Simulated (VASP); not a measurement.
A run of VASP 6.6.1:

The input INCAR:

```
ALGO = Normal
EDIFF = 1E-7
ENCUT = 520
GGA = PE
ISIF = 2
ISMEAR = 0
LASPH = True
LCHARG = False
LREAL = False
LWAVE = False
NBANDS = 20
NELM = 80
PREC = Accurate
SIGMA = 0.1
```

The input KPOINTS:

```
k-points
0
Gamma
  12 12 6
```

The input POSCAR:

```
B6N
1.0
    3.0055114123      0.0000000000      0.0000000000
   -1.5027557061      2.6028492344      0.0000000000
    0.0000000000      0.0000000000      6.4539662696
B N
6 1
Direct
    0.0000000000      0.0000000000      0.7919471940
    0.0000000000      0.0000000000      0.2080528060
    0.3333333333      0.6666666667      0.6427076456
    0.3333333333      0.6666666667      0.3572923544
    0.6666666667      0.3333333333      0.3572923544
    0.6666666667      0.3333333333      0.6427076456
    0.0000000000      0.0000000000      0.0000000000
```

Potentials or basis: VASP PAW PBE potentials, release 64 (B, N).

Run with:

```console
$ cat potpaw_PBE.64/B/POTCAR potpaw_PBE.64/N/POTCAR > POTCAR
$ mpirun -np 1 vasp_std > vasp.out
```

Hardware: 1 thread of Intel(R) Xeon(R) 6975P-C (Granite Rapids), on a shared host.

Question: How long does it take, and how much memory?

Answer: Wall time 25 s on 1 thread of Intel(R) Xeon(R) 6975P-C (Granite Rapids), on a shared host, peak memory 0.2 GiB. Counts: scf iterations 14, k points 76.
